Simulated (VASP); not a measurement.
Set up this calculation in VASP 6.6.1, as the native input.

| Property | Result |
| --- | --- |
| Task | single point |
| Functional | PBE |
| Potentials or basis | VASP PAW PBE potentials, release 64 (Ga_d, Mo_sv) |
| Cutoff | 520 eV |
| k mesh | 7 × 7 × 7 |
| Occupations | gaussian, width 0.2 eV |
| Spin | no spin polarisation |
| Dipole correction | no |
| Further INCAR settings | ALGO = Fast; EDIFF = 1e-07; NBANDS = 20 |

The structure of GaMo lies in POSCAR:

```
GaMo
1.0
   -1.8124663269      1.8124663269      2.5634843776
    1.8124663269     -1.8124663269      2.5634843776
    1.8124663269      1.8124663269     -2.5634843776
Ga Mo
1 1
Direct
    0.5000000000      0.5000000000      0.0000000000
    0.0000000000      0.0000000000      0.0000000000
```

These files were run (other wordings do the same):

INCAR

```
SYSTEM = GaMo
PREC = Accurate
ENCUT = 520
EDIFF = 1E-7
ISMEAR = 0
SIGMA = 0.2
LREAL = .FALSE.
LASPH = .TRUE.
NELM = 100
ALGO = Fast
ISIF = 2
LWAVE = .FALSE.
LCHARG = .FALSE.
GGA = PE
NBANDS = 20
```

KPOINTS

```
regular mesh
0
G
  7 7 7
  0 0 0
```

Potentials or basis: VASP PAW PBE potentials, release 64 (Ga_d, Mo_sv).

Run with:

```sh
$ cat potpaw_PBE.64/Ga_d/POTCAR potpaw_PBE.64/Mo_sv/POTCAR > POTCAR
$ mpirun -np 1 vasp_std > vasp.out
```

It gave:

```yaml
Pressure: 0.4 GPa
```

It took 18 s on 1 thread of Intel(R) Xeon(R) 6975P-C (Granite Rapids), with other jobs on the host, peak memory 0.17 GiB.
